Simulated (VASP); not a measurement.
Runs of VASP 6.6.1 on KBr (zincblende type). The structure is that of space group F-43m (No. 216), or close to it. The cells are those of the table. 

```csv
task,cell,cutoff (eV),gap on the mesh (eV),pressure (GPa)
single point,"a = 5.209 Å, angles 60.0°, 2 atoms",520,4.29,0.3
relaxation of cell and atoms,"relaxed from a = 4.553 Å, angles 60.0°, 2 atoms",600,4.23,0.0
single point,"a = 5.253 Å, angles 60.0°, 2 atoms",520,4.24,0.1
single point,"a = 5.164 Å, angles 60.0°, 2 atoms",520,4.33,0.6
single point,"a = 5.297 Å, angles 60.0°, 2 atoms",520,(a),-0.2
electric field gradients,"a = 5.253 Å, angles 60.0°, 2 atoms",520,4.24,0.1
electric field gradients,"a = 5.164 Å, angles 60.0°, 2 atoms",520,4.33,0.6
electric field gradients,"a = 5.209 Å, angles 60.0°, 2 atoms",520,4.29,0.3
```

Alike in all rows: level PBE; potentials or basis VASP PAW PBE potentials, release 64 (K_sv, Br); no spin polarisation; k mesh 11 × 11 × 11; smearing fermi-dirac 0.08 eV.

**Question.** Fill in the values left out.

**Answer.** (a) 4.20.

A k mesh can miss the band edges, and the runs leave out spin-orbit coupling on Br.
